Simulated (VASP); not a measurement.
# PbS in VASP: single point with PBE+D3(BJ)

Aim: the single point of PbS with PBE+D3(BJ).

Program: VASP 6.6.1. These are calculated values, not measurements. Logs are shortened: lines on timing, memory, paths and dates and some standing lists are left out, and cuts for length are marked.

**1. The cell of the first run**

The cell holds a slab with vacuum, 4 atoms: a = 11.298 Å, b = 4.314 Å, c = 4.314 Å, α = 88.27°, β = 90.00°, γ = 90.00°.

**2. Single point, PBE+D3(BJ) (strain +0.000 along x and y, +0.030 along z)**

INCAR

```
  ALGO = Normal
  EDIFF = 1E-6
  ENCUT = 520
  GGA = PE
  ISIF = 2
  ISMEAR = 0
  IVDW = 12
  LASPH = T
  LCHARG = F
  LREAL = F
  LWAVE = F
  NBANDS = 28
  NELM = 100
  PREC = Accurate
  SIGMA = 0.05
```

KPOINTS

```
k-points
0
Gamma
  4 6 6
```

POSCAR

```
PbS
1.0
   11.2982770800      0.0000000000      0.0000000000
    0.0000000000      3.0043750300      3.0963662137
    0.0000000000     -3.0043750300      3.0963662137
Pb S
2 2
Direct
    0.6245814000      0.2566380300      0.7566380300
    0.3754186000      0.7566380300      0.2566380300
    0.6136752500      0.7643619700      0.2643619700
    0.3863247500      0.2643619700      0.7643619700
```

Potentials or basis: VASP PAW PBE potentials, release 64 (Pb_d, S).

The run is started by

```sh
cat potpaw_PBE.64/Pb_d/POTCAR potpaw_PBE.64/S/POTCAR > POTCAR
mpirun -np 1 vasp_std > vasp.out
```

OUTCAR:

```text
EDIFF = 1E-6
   ENCUT = 520
   GGA = PE
   ISIF = 2
   ISMEAR = 0
   IVDW = 12
   LASPH = T
   LREAL = F
   NELM = 100
   PREC = Accurate
 IVDW          = 12

 ion  position               nearest neighbor table
   1  0.625  0.257  0.757-   4 2.69   3 3.01   3 3.01   3 3.05   3 3.15   2 4.12   2 4.12
   2  0.375  0.757  0.257-   3 2.69   4 3.01   4 3.01   4 3.05   4 3.15   1 4.12   1 4.12
   3  0.614  0.764  0.264-   2 2.69   1 3.01   1 3.01   1 3.05   1 3.15
   4  0.386  0.264  0.764-   1 2.69   2 3.01   2 3.01   2 3.05   2 3.15

  LATTYP: Found a base centered orthorhombic cell.
 ALAT       =     6.0087500600
 B/A-ratio  =     1.0306190748
 C/A-ratio  =     1.8803040511

  Lattice vectors:

 A1 = (   0.0000000000,   3.0043750300,  -3.0963662137)
 A2 = (   0.0000000000,   3.0043750300,   3.0963662137)
 A3 = (  11.2982770800,   0.0000000000,   0.0000000000)

Analysis of symmetry for initial positions (statically):
=====================================================================
 Subroutine PRICEL returns:
 Original cell was already a primitive cell.

 Routine SETGRP: Setting up the symmetry group for a
 base centered orthorhombic supercell.

 Subroutine GETGRP returns: Found  4 space group operations
 (whereof  2 operations were pure point group operations)
 out of a pool of  8 trial point group operations.

The static configuration has the point symmetry C_2 .
 The point group associated with its full space group is C_2v.

Analysis of symmetry for dynamics (positions and initial velocities):
=====================================================================
 Subroutine PRICEL returns:
 Original cell was already a primitive cell.

 Routine SETGRP: Setting up the symmetry group for a
 base centered orthorhombic supercell.

 Subroutine GETGRP returns: Found  4 space group operations
 (whereof  2 operations were pure point group operations)
 out of a pool of  8 trial point group operations.

The dynamic configuration has the point symmetry C_2 .
 The point group associated with its full space group is C_2v.

 Subroutine INISYM returns: Found  4 space group operations
 (whereof  2 operations are pure point group operations),
 and found     1 'primitive' translations

----------------------------------------------------------------------------------------

                                     Primitive cell

  volume of cell :     210.2077

  direct lattice vectors                    reciprocal lattice vectors
    11.298277080  0.000000000  0.000000000     0.088509070  0.000000000  0.000000000
     0.000000000  3.004375030  3.096366214     0.000000000  0.166423963  0.161479607
     0.000000000 -3.004375030  3.096366214     0.000000000 -0.166423963  0.161479607

  length of vectors
    11.298277080  4.314365892  4.314365892     0.088509070  0.231889196  0.231889196

  position of ions in fractional coordinates (direct lattice)
     0.624581400  0.256638030  0.756638030
     0.375418600  0.756638030  0.256638030
     0.613675250  0.764361970  0.264361970
     0.386324750  0.264361970  0.764361970

  ion indices of the primitive-cell ions
   primitive index   ion index
                 1           1
                 2           2
                 3           3
                 4           4

----------------------------------------------------------------------------------------

 KPOINTS: k-points

Automatic generation of k-mesh.
 Grid dimensions read from file:
 generate k-points for:    4    6    6

 Generating k-lattice:

  Cartesian coordinates                     Fractional coordinates (reciprocal lattice)
     0.022127268  0.000000000  0.000000000     0.250000000  0.000000000  0.000000000
     0.000000000  0.027737327  0.026913268     0.000000000  0.166666667  0.000000000
     0.000000000 -0.027737327  0.026913268     0.000000000  0.000000000  0.166666667

  Length of vectors
     0.022127268  0.038648199  0.038648199

  Shift w.r.t. Gamma in fractional coordinates (k-lattice)
     0.000000000  0.000000000  0.000000000

 Subroutine IBZKPT returns following result:
 ===========================================

 Found     39 irreducible k-points:

 Following reciprocal coordinates:
            Coordinates               Weight
  0.000000  0.000000  0.000000      1.000000
  0.250000  0.000000  0.000000      2.000000
  0.500000  0.000000  0.000000      1.000000
  0.000000  0.166667  0.000000      4.000000
  0.250000  0.166667  0.000000      8.000000
  0.500000  0.166667  0.000000      4.000000
[... 16 lines left out ...]
  0.250000 -0.333333  0.166667      8.000000
  0.500000 -0.333333  0.166667      4.000000
 [... further k-points ...]
   k-points           NKPTS =     39   k-points in BZ     NKDIM =     39   number of bands    NBANDS=     28
   number of dos      NEDOS =    301   number of ions     NIONS =      4
   total plane-waves  NPLWV =  86016
   dimension x,y,z NGX =    84 NGY =   32 NGZ =   32
   dimension x,y,z NGXF=   168 NGYF=   64 NGZF=   64
   ions per type =               2   2
   NGX,Y,Z   is equivalent  to a cutoff of  12.36, 12.33, 12.33 a.u.
   NGXF,Y,Z  is equivalent  to a cutoff of  24.72, 24.66, 24.66 a.u.
 SYSTEM =  unknown system
   PREC   = accura    normal or accurate (medium, high low for compatibility)
   ISTART =      0    job   : 0-new  1-cont  2-samecut
   ICHARG =      2    charge: 1-file 2-atom 10-const
   ISPIN  =      1    spin polarized calculation?
   LNONCOLLINEAR =      F non collinear calculations
   LSORBIT =      F    spin-orbit coupling
   LASPH  =      T    aspherical Exc in radial PAW
   ENCUT  =  520.0 eV  38.22 Ry    6.18 a.u.  21.01  8.02  8.02*2*pi/ulx,y,z
   NELM   =    100;   NELMIN=  2; NELMDL= -5     # of ELM steps
   EDIFF  = 0.1E-05   stopping-criterion for ELM
   LREAL  =      F    real-space projection
   EDIFFG = 0.1E-04   stopping-criterion for IOM
   NSW    =      0    number of steps for IOM
   IBRION =     -1    ionic relax: 0-MD 1-quasi-New 2-CG
   NFREE  =      0    steps in history (QN), initial steepest desc. (CG)
   ISIF   =      2    stress and relaxation
   ISYM   =      2    0-nonsym 1-usesym 2-fastsym
   POTIM  = 0.5000    time-step for ionic-motion
   TEBEG  =    0.0;   TEEND  =   0.0 temperature during run
   PSTRESS=    0.0 pullay stress
   NELECT =      40.0000    total number of electrons
   NUPDOWN=      -1.0000    fix difference up-down
   EMIN   =  10.00;   EMAX   =-10.00  energy-range for DOS
   EFERMI =   0.00;   METHOD = LEGACY
   ISMEAR =     0;   SIGMA  =   0.05  broadening in eV -4-tet -1-fermi 0-gaus
   EFERMI_NEDOS =   21; number of points for ismear=-14 and -15
   IALGO  =     38    algorithm
   IMIX   =      4    mixing-type and parameters
     AMIX     =   0.40;   BMIX     =  1.00
     AMIX_MAG =   1.60;   BMIX_MAG =  1.00
  volume/ion in A,a.u.               =      52.55       354.64
  Fermi-wavevector in a.u.,A,eV,Ry     =   0.941626  1.779416 12.063744  0.886660
  Thomas-Fermi vector in A             =   2.069156
   LORBIT       =      0    0 simple, 1 ext, 2 COOP (PROOUT), +10 PAW based schemes
   GGA     = PE    functional components
   LHFCALC =     F    Hartree Fock is set to
   AEXX    =    0.0000 exact exchange contribution
   IVDW    =    12    specifies the selected vdW correction
   LEPSILON=     F    determine dielectric tensor
   LRPA    =     F    only Hartree local field effects (RPA)
 non-spin polarized calculation
 Gauss-broadening in eV      SIGMA  =   0.05
  energy-cutoff  :      520.00
  volume of cell :      210.21
 maximum number of plane-waves:      5696
   NGX = 43   NGY = 17   NGZ = 17

 number of electron      39.9999990 magnetization

 Free energy of the ion-electron system (eV)
  ---------------------------------------------------
  ext. energy  EPLUGINS =         0.00000000
  ---------------------------------------------------
  free energy    TOTEN  =       -17.27250594 eV

  energy without entropy =      -17.27250594  energy(sigma->0) =      -17.27250594

 E-fermi :   0.2483     XC(G=0):  -5.7817

 val. band max:       -0.0318217465   @ k =   0.0000  -0.3333   0.1667
 cond. band min:       2.0280036308   @ k =   0.5000   0.5000   0.0000
 fundamental gap:      2.0598253773
 Fermi energy:         0.2483407201

 k-point     1 :       0.0000    0.0000    0.0000
  band No.  band energies     occupation
      1     -16.1200      2.00000
      2     -16.0505      2.00000
      3     -16.0348      2.00000
      4     -16.0268      2.00000
      5     -16.0104      2.00000
      6     -16.0061      2.00000
[... 20 lines left out ...]
     27       5.8114      0.00000
     28       6.4571      0.00000

 k-point     2 :       0.2500    0.0000    0.0000
  band No.  band energies     occupation
      1     -16.1200      2.00000
      2     -16.0505      2.00000
      3     -16.0348      2.00000
      4     -16.0268      2.00000
      5     -16.0104      2.00000
      6     -16.0061      2.00000
[... 20 lines left out ...]
     27       5.8117      0.00000
     28       6.4576      0.00000

 k-point     3 :       0.5000    0.0000    0.0000
  band No.  band energies     occupation
      1     -16.1200      2.00000
      2     -16.0505      2.00000
      3     -16.0348      2.00000
      4     -16.0268      2.00000
      5     -16.0104      2.00000
      6     -16.0061      2.00000
[... 20 lines left out ...]
     27       5.8120      0.00000
     28       6.3564      0.00000

 k-point     4 :       0.0000    0.1667    0.0000
  band No.  band energies     occupation
      1     -16.1078      2.00000
      2     -16.0435      2.00000
      3     -16.0327      2.00000
      4     -16.0275      2.00000
      5     -16.0145      2.00000
      6     -16.0095      2.00000
[... 20 lines left out ...]
     27       5.6611      0.00000
     28       6.3978      0.00000

 k-point     5 :       0.2500    0.1667    0.0000
  band No.  band energies     occupation
      1     -16.1078      2.00000
      2     -16.0435      2.00000
      3     -16.0327      2.00000
      4     -16.0275      2.00000
      5     -16.0145      2.00000
      6     -16.0095      2.00000
[... 20 lines left out ...]
     27       5.5889      0.00000
     28       6.3993      0.00000

 k-point     6 :       0.5000    0.1667    0.0000
  band No.  band energies     occupation
      1     -16.1078      2.00000
      2     -16.0435      2.00000
      3     -16.0327      2.00000
      4     -16.0274      2.00000
      5     -16.0145      2.00000
      6     -16.0095      2.00000
[... 463 lines left out ...]
      5     -16.0165      2.00000
      6     -16.0128      2.00000
[... 20 lines left out ...]
     27       6.4420      0.00000
     28       6.4515      0.00000

 k-point    22 :       0.0000   -0.3333    0.1667
  band No.  band energies     occupation
      1     -16.0864      2.00000
      2     -16.0448      2.00000
      3     -16.0274      2.00000
      4     -16.0251      2.00000
      5     -16.0205      2.00000
      6     -16.0126      2.00000
[... 20 lines left out ...]
     27       5.5202      0.00000
     28       6.6681      0.00000

 k-point    23 :       0.2500   -0.3333    0.1667
  band No.  band energies     occupation
      1     -16.0864      2.00000
      2     -16.0448      2.00000
      3     -16.0274      2.00000
      4     -16.0251      2.00000
      5     -16.0205      2.00000
      6     -16.0126      2.00000
[... 20 lines left out ...]
     27       5.6884      0.00000
     28       6.7151      0.00000

 k-point    24 :       0.5000   -0.3333    0.1667
  band No.  band energies     occupation
      1     -16.0864      2.00000
      2     -16.0448      2.00000
      3     -16.0274      2.00000
      4     -16.0251      2.00000
      5     -16.0205      2.00000
      6     -16.0126      2.00000
[... 20 lines left out ...]
     27       5.9676      0.00000
     28       6.7281      0.00000

 [... further k-points ...]

------------------------ aborting loop because EDIFF is reached ----------------------------------------

 Edisp (eV)   -0.89871

 E8    (eV) :    -0.4204

  FORCE on cell =-STRESS in cart. coord.  units (eV):
  Direction    XX          YY          ZZ          XY          YZ          ZX
  --------------------------------------------------------------------------------------
  -------------------------------------------------------------------------------------
  Total      -0.59232    -0.41078    -2.16563     0.00000     0.00000     0.00000
  in kB      -4.51460    -3.13091   -16.50618     0.00000     0.00000     0.00000
  external pressure =       -8.05 kB  Pullay stress =        0.00 kB

 VOLUME and BASIS-vectors are now :
 -----------------------------------------------------------------------------
  energy-cutoff  :      520.00
  volume of cell :      210.21
      direct lattice vectors                 reciprocal lattice vectors
    11.298277080  0.000000000  0.000000000     0.088509070  0.000000000  0.000000000
     0.000000000  3.004375030  3.096366214     0.000000000  0.166423963  0.161479607
     0.000000000 -3.004375030  3.096366214     0.000000000 -0.166423963  0.161479607

 POSITION                                       TOTAL-FORCE (eV/Angst)
 -----------------------------------------------------------------------------------
      7.05669     -1.50219      3.13747        -0.076433      0.000000     -0.019690
      4.24158      1.50219      3.13747         0.076433      0.000000     -0.019690
      6.93347      1.50219      3.18531        -0.085088      0.000000      0.019690
      4.36480     -1.50219      3.18531         0.085088      0.000000      0.019690
 -----------------------------------------------------------------------------------
    total drift:                                0.000000     -0.000000     -0.000674

  FREE ENERGIE OF THE ION-ELECTRON SYSTEM (eV)
  ---------------------------------------------------
  free  energy   TOTEN  =       -18.1712145663 eV

  energy  without entropy=      -18.1712145663  energy(sigma->0) =      -18.17121457
```

It took 5.6 min on 1 thread of Intel Xeon 8259CL, shared host; peak memory 0.39 GiB.

Results:

```
Free energy                : -18.1712 eV
Largest force              : 0.087 eV/Å
Band gap on the k mesh     : 2.06 eV (least direct gap 2.09 eV)
Dispersion energy per atom : -0.225 eV
```

Forces in eV/Å, atoms in the order of the input:
```
Pb  -0.076  0.000 -0.020
Pb   0.076  0.000 -0.020
S   -0.085  0.000  0.020
S    0.085  0.000  0.020
```

Caveat: the cell differs from its parent crystal (strain +0.000 along x and y, +0.030 along z); there is no dipole correction, which matters where the two faces differ; spin-orbit coupling is left out, which moves the levels of the heavy elements.
